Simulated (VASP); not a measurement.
# Te (Fm-3m) in VASP: single point with PBE

Aim: the single point of Te with PBE.

Everything below comes from runs of VASP 6.6.1. Logs are shortened: lines on timing, memory, paths and dates and some standing lists are left out, and cuts for length are marked.

**1. The cell of the first run**

Symmetry: Fm-3m, No. 225, cubic system. Conventional cell: a = 4.841 Å, b = 4.841 Å, c = 4.841 Å, α = 90.00°, β = 90.00°, γ = 90.00°. Within 4.5 Å of Te (site symmetry m-3m) lie 12 Te at 3.42 Å.

This isn't the form of Te at room conditions, which is trigonal, of chains.

**2. Single point, PBE**

The input, INCAR:

```
SYSTEM = Te
  PREC = Accurate
  ENCUT = 520
  EDIFF = 1E-6
  ISMEAR = -1
  SIGMA = 0.13605693000000002
  LREAL = .False.
  LASPH = .True.
  NELM = 100
  ALGO = Normal
  ISIF = 2
  LWAVE = .False.
  LCHARG = .False.
  GGA = PE
  NBANDS = 9
```

The input, KPOINTS:

```
Automatic mesh
0
Gamma
  12 12 12
  0 0 0
```

The input, POSCAR:

```
Te
1.0
    0.0000000000      2.4203990417      2.4203990417
    2.4203990417      0.0000000000      2.4203990417
    2.4203990417      2.4203990417      0.0000000000
Te
1
Direct
    0.0000000000      0.0000000000      0.0000000000
```

Potentials or basis: VASP PAW PBE potentials, release 64 (Te).

Run with:

```
cat potpaw_PBE.64/Te/POTCAR > POTCAR
mpirun -np 1 vasp_std > vasp.out
```

OUTCAR:

```text
SYSTEM = Te
   PREC = Accurate
   ENCUT = 520
   EDIFF = 1E-6
   ISMEAR = -1
   LREAL = .False.
   LASPH = .True.
   NELM = 100
   ISIF = 2
   GGA = PE

 ion  position               nearest neighbor table
   1  0.000  0.000  0.000-

  LATTYP: Found a face centered cubic cell.
 ALAT       =     4.8407980834

  Lattice vectors:

 A1 = (   0.0000000000,   2.4203990417,   2.4203990417)
 A2 = (   2.4203990417,   0.0000000000,   2.4203990417)
 A3 = (   2.4203990417,   2.4203990417,   0.0000000000)

Analysis of symmetry for initial positions (statically):
=====================================================================
 Subroutine PRICEL returns:
 Original cell was already a primitive cell.

 Routine SETGRP: Setting up the symmetry group for a
 face centered cubic supercell.

 Subroutine GETGRP returns: Found 48 space group operations
 (whereof 48 operations were pure point group operations)
 out of a pool of 48 trial point group operations.

The static configuration has the point symmetry O_h .

Analysis of symmetry for dynamics (positions and initial velocities):
=====================================================================
 Subroutine PRICEL returns:
 Original cell was already a primitive cell.

 Routine SETGRP: Setting up the symmetry group for a
 face centered cubic supercell.

 Subroutine GETGRP returns: Found 48 space group operations
 (whereof 48 operations were pure point group operations)
 out of a pool of 48 trial point group operations.

The dynamic configuration has the point symmetry O_h .

 Subroutine INISYM returns: Found 48 space group operations
 (whereof 48 operations are pure point group operations),
 and found     1 'primitive' translations

----------------------------------------------------------------------------------------

                                     Primitive cell

  volume of cell :      28.3590

  direct lattice vectors                    reciprocal lattice vectors
     0.000000000  2.420399042  2.420399042    -0.206577507  0.206577507  0.206577507
     2.420399042  0.000000000  2.420399042     0.206577507 -0.206577507  0.206577507
     2.420399042  2.420399042  0.000000000     0.206577507  0.206577507 -0.206577507

  length of vectors
     3.422961151  3.422961151  3.422961151     0.357802738  0.357802738  0.357802738

  position of ions in fractional coordinates (direct lattice)
     0.000000000  0.000000000  0.000000000

  ion indices of the primitive-cell ions
   primitive index   ion index
                 1           1

----------------------------------------------------------------------------------------

 KPOINTS: Automatic mesh

Automatic generation of k-mesh.
 Grid dimensions read from file:
 generate k-points for:   12   12   12

 Generating k-lattice:

  Cartesian coordinates                     Fractional coordinates (reciprocal lattice)
    -0.017214792  0.017214792  0.017214792     0.083333333  0.000000000  0.000000000
     0.017214792 -0.017214792  0.017214792     0.000000000  0.083333333  0.000000000
     0.017214792  0.017214792 -0.017214792     0.000000000  0.000000000  0.083333333

  Length of vectors
     0.029816895  0.029816895  0.029816895

  Shift w.r.t. Gamma in fractional coordinates (k-lattice)
     0.000000000  0.000000000  0.000000000

 Subroutine IBZKPT returns following result:
 ===========================================

 Found     72 irreducible k-points:

 Following reciprocal coordinates:
            Coordinates               Weight
  0.000000  0.000000  0.000000      1.000000
  0.083333  0.000000  0.000000      8.000000
  0.166667  0.000000  0.000000      8.000000
  0.250000  0.000000  0.000000      8.000000
  0.333333  0.000000  0.000000      8.000000
  0.416667  0.000000  0.000000      8.000000
[... 16 lines left out ...]
  0.500000  0.166667  0.000000     24.000000
 -0.416667  0.166667  0.000000     24.000000
 [... further k-points ...]
   k-points           NKPTS =     72   k-points in BZ     NKDIM =     72   number of bands    NBANDS=      9
   number of dos      NEDOS =    301   number of ions     NIONS =      1
   total plane-waves  NPLWV =  21952
   dimension x,y,z NGX =    28 NGY =   28 NGZ =   28
   dimension x,y,z NGXF=    56 NGYF=   56 NGZF=   56
   ions per type =               1
   NGX,Y,Z   is equivalent  to a cutoff of  13.60, 13.60, 13.60 a.u.
   NGXF,Y,Z  is equivalent  to a cutoff of  27.20, 27.20, 27.20 a.u.
 SYSTEM =  Te
   PREC   = accura    normal or accurate (medium, high low for compatibility)
   ISTART =      0    job   : 0-new  1-cont  2-samecut
   ICHARG =      2    charge: 1-file 2-atom 10-const
   ISPIN  =      1    spin polarized calculation?
   LNONCOLLINEAR =      F non collinear calculations
   LSORBIT =      F    spin-orbit coupling
   LASPH  =      T    aspherical Exc in radial PAW
   ENCUT  =  520.0 eV  38.22 Ry    6.18 a.u.   6.36  6.36  6.36*2*pi/ulx,y,z
   NELM   =    100;   NELMIN=  2; NELMDL= -5     # of ELM steps
   EDIFF  = 0.1E-05   stopping-criterion for ELM
   LREAL  =      F    real-space projection
   EDIFFG = 0.1E-04   stopping-criterion for IOM
   NSW    =      0    number of steps for IOM
   IBRION =     -1    ionic relax: 0-MD 1-quasi-New 2-CG
   NFREE  =      0    steps in history (QN), initial steepest desc. (CG)
   ISIF   =      2    stress and relaxation
   ISYM   =      2    0-nonsym 1-usesym 2-fastsym
   POTIM  = 0.5000    time-step for ionic-motion
   TEBEG  =    0.0;   TEEND  =   0.0 temperature during run
   PSTRESS=    0.0 pullay stress
   NELECT =       6.0000    total number of electrons
   NUPDOWN=      -1.0000    fix difference up-down
   EMIN   =  10.00;   EMAX   =-10.00  energy-range for DOS
   EFERMI =   0.00;   METHOD = LEGACY
   ISMEAR =    -1;   SIGMA  =   0.14  broadening in eV -4-tet -1-fermi 0-gaus
   EFERMI_NEDOS =   21; number of points for ismear=-14 and -15
   IALGO  =     38    algorithm
   IMIX   =      4    mixing-type and parameters
     AMIX     =   0.40;   BMIX     =  1.00
     AMIX_MAG =   1.60;   BMIX_MAG =  1.00
  volume/ion in A,a.u.               =      28.36       191.38
  Fermi-wavevector in a.u.,A,eV,Ry     =   0.975502  1.843432 12.947367  0.951605
  Thomas-Fermi vector in A             =   2.106047
   LORBIT       =      0    0 simple, 1 ext, 2 COOP (PROOUT), +10 PAW based schemes
   GGA     = PE    functional components
   LHFCALC =     F    Hartree Fock is set to
   AEXX    =    0.0000 exact exchange contribution
   IVDW    =     0    specifies the selected vdW correction
   LEPSILON=     F    determine dielectric tensor
   LRPA    =     F    only Hartree local field effects (RPA)
 non-spin polarized calculation
  energy-cutoff  :      520.00
  volume of cell :       28.36
 maximum number of plane-waves:       778
 NGX is ok and might be reduce to    28
   NGX = 13   NGY = 13   NGZ = 13

 number of electron       6.0000000 magnetization

 Free energy of the ion-electron system (eV)
  ---------------------------------------------------
  ext. energy  EPLUGINS =         0.00000000
  ---------------------------------------------------
  free energy    TOTEN  =        -2.75663371 eV

  energy without entropy =       -2.69784159  energy(sigma->0) =       -2.72723765

 E-fermi :   7.8286     XC(G=0): -10.1051

 val. band max:        7.7987672926   @ k =  -0.1667   0.1667   0.0000
 cond. band min:       7.8519913200   @ k =   0.4167   0.1667   0.0833
 fundamental gap:      0.0532240274
 Fermi energy:         7.8286221497

 k-point     1 :       0.0000    0.0000    0.0000
  band No.  band energies     occupation
      1      -6.0091      2.00000
      2      10.8665      0.00000
      3      10.8665      0.00000
      4      10.8665      0.00000
      5      17.3492      0.00000
      6      17.3492      0.00000
      7      17.3492      0.00000
      8      17.5846      0.00000
      9      18.4066      0.00000

 k-point     2 :       0.0833    0.0000    0.0000
  band No.  band energies     occupation
      1      -5.8896      2.00000
      2       9.9152      0.00000
      3      10.7477      0.00000
      4      10.7477      0.00000
      5      16.5577      0.00000
      6      17.5753      0.00000
      7      17.5753      0.00000
      8      18.2361      0.00000
      9      19.8197      0.00000

 k-point     3 :       0.1667    0.0000    0.0000
  band No.  band energies     occupation
      1      -5.5362      2.00000
      2       7.9444      0.59841
      3      10.4570      0.00000
      4      10.4570      0.00000
      5      15.7928      0.00000
      6      17.9644      0.00000
      7      17.9644      0.00000
      8      19.5652      0.00000
      9      20.0933      0.00000

 k-point     4 :       0.2500    0.0000    0.0000
  band No.  band energies     occupation
      1      -4.9691      2.00000
      2       5.8277      2.00000
      3      10.1183      0.00000
      4      10.1183      0.00000
      5      15.2831      0.00000
      6      17.7090      0.00000
      7      17.7090      0.00000
      8      19.4453      0.00000
      9      20.5678      0.00000
[... 205 lines left out ...]
 k-point    22 :       0.4167    0.1667    0.0000
  band No.  band energies     occupation
      1      -3.6117      2.00000
      2       3.6642      2.00000
      3       7.9408      0.60956
      4       8.6132      0.00624
      5      14.1016      0.00000
      6      17.0420      0.00000
      7      18.8931      0.00000
      8      19.3284      0.00000
      9      21.7438      0.00000

 k-point    23 :       0.5000    0.1667    0.0000
  band No.  band energies     occupation
      1      -2.9856      2.00000
      2       2.5232      2.00000
      3       7.4146      1.90899
      4       8.7141      0.00298
      5      14.0891      0.00000
      6      17.3869      0.00000
      7      18.3126      0.00000
      8      20.5252      0.00000
      9      21.5590      0.00000

 k-point    24 :      -0.4167    0.1667    0.0000
  band No.  band energies     occupation
      1      -2.8763      2.00000
      2       2.3502      2.00000
      3       7.0640      1.99278
      4       9.0084      0.00034
      5      14.3626      0.00000
      6      17.3110      0.00000
      7      17.9401      0.00000
      8      21.6615      0.00000
      9      22.2484      0.00000

 [... further k-points ...]
[... 5 lines left out ...]
  --------------------------------------------------------------------------------------
  -------------------------------------------------------------------------------------
  Total        0.0048266      0.0048266      0.0048266     -0.0000000     -0.0000000     -0.0000000
  in kB        0.2726828      0.2726828      0.2726828     -0.0000000     -0.0000000     -0.0000000
  external PRESSURE =       0.2726828 kB  Pullay stress =       0.0000000 kB

 VOLUME and BASIS-vectors are now :
 -----------------------------------------------------------------------------
  energy-cutoff  :      520.00
  volume of cell :       28.36
      direct lattice vectors                 reciprocal lattice vectors
     0.000000000  2.420399042  2.420399042    -0.206577507  0.206577507  0.206577507
     2.420399042  0.000000000  2.420399042     0.206577507 -0.206577507  0.206577507
     2.420399042  2.420399042  0.000000000     0.206577507  0.206577507 -0.206577507

 POSITION                                       TOTAL-FORCE (eV/Angst)
 -----------------------------------------------------------------------------------
      0.00000      0.00000      0.00000         0.000000      0.000000      0.000000
 -----------------------------------------------------------------------------------
    total drift:                                0.000000      0.000000     -0.000000

  FREE ENERGIE OF THE ION-ELECTRON SYSTEM (eV)
  ---------------------------------------------------
  free  energy   TOTEN  =        -2.7566337131 eV

  energy  without entropy=       -2.6978415860  energy(sigma->0) =       -2.72723765
```

Run time: 22 s. Hardware: 1 thread of AMD EPYC 7R13, shared host; peak memory 0.14 GiB.

What came out:

- Free energy: -2.7566 eV
- Pressure: 0.0 GPa
- Band gap on the k mesh: zero (bands 3 and 4 overlap by 5.12 eV)

Caveat: spin-orbit coupling is left out, which moves the levels of the heavy elements.
